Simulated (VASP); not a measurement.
A run of VASP 6.6.1 is set up as follows.

POSCAR

```
Be
1.0
   -1.1986772840      1.1986772840      1.1986772840
    1.1986772840     -1.1986772840      1.1986772840
    1.1986772840      1.1986772840     -1.1986772840
Be
1
Direct
    0.0000000000      0.0000000000      0.0000000000
```

Contents of INCAR.step1:

```
PREC = Accurate ; ENCUT = 520
ISMEAR = -1 ; SIGMA = 0.1
LREAL = False ; LASPH = True
NELM = 100 ; NBANDS = 7
GGA = PE ; ALGO = Normal
EDIFF = 1E-4 ; LWAVE = True
LCHARG = False
```

The input INCAR.step2:

```
PREC = Accurate ; ENCUT = 520
EDIFF = 1E-6 ; ISMEAR = -1
SIGMA = 0.1 ; LREAL = False
LASPH = True ; NELM = 100
ALGO = Normal ; ISIF = 2
LWAVE = False ; LCHARG = False
METAGGA = R2SCAN ; LMIXTAU = True
NBANDS = 7 ; ISTART = 1
```

KPOINTS

```
regular mesh
0
Gamma
  20 20 20
```

Potentials or basis: VASP PAW PBE potentials, release 64 (Be).

Run with:

```bash
$ cat potpaw_PBE.64/Be/POTCAR > POTCAR
$ cp INCAR.step1 INCAR
$ mpirun -np 1 vasp_std > vasp.out
$ cp INCAR.step2 INCAR
$ mpirun -np 1 vasp_std > vasp.out
```

(1) What does it give for the band gap on the k mesh?

(2) What does it give for the pressure?

Results:

(1) zero (band 1 reaches 14.10 eV, above the bottom of band 2 at 7.71 eV).

(2) 19.8 GPa.

Caveat: the PAW data sets were made with another functional, which shifts forces and pressure a little.
